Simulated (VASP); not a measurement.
Runs of VASP 6.6.1 on SnPt3. The structure is that of space group Pm-3m (No. 221), or close to it. The cells are those of the table. 

| task | cell | gap on the mesh (eV) | pressure (GPa) |
| --- | --- | --- | --- |
| electric field gradients | a = 4.000 Å, angles 89.4°, 4 atoms | none | -2.8 |
| electric field gradients | a = 4.000 Å, angles 90.6°, 4 atoms | none | -2.8 |
| electric field gradients | a = 4.000, b = 4.000, c = 4.040 Å, 4 atoms | none | (a) |
| electric field gradients | a = 4.000 Å, angles 88.8°, 4 atoms | none | -2.6 |
| single point | a = 4.000, b = 4.000, c = 4.080 Å, 4 atoms | none | -7.1 |
| single point | a = 4.000, b = 4.000, c = 3.960 Å, 4 atoms | none | -0.4 |

Alike in all rows: level LDA; potentials or basis VASP PAW LDA potentials, release 64 (Sn_d, Pt); no spin polarisation; k mesh 8 × 8 × 8; cutoff (eV) 520; smearing fermi-dirac 0.05 eV.

Estimate the missing entries.

(a) -5.1.

Caveats: spin-orbit coupling is left out, which moves the levels of the heavy elements; the cell stands under tension (at least some runs).

A k mesh can miss the band edges, and the runs leave out spin-orbit coupling on Pt, Sn.

A gap of «none» marks levels without a gap at the run's occupations.
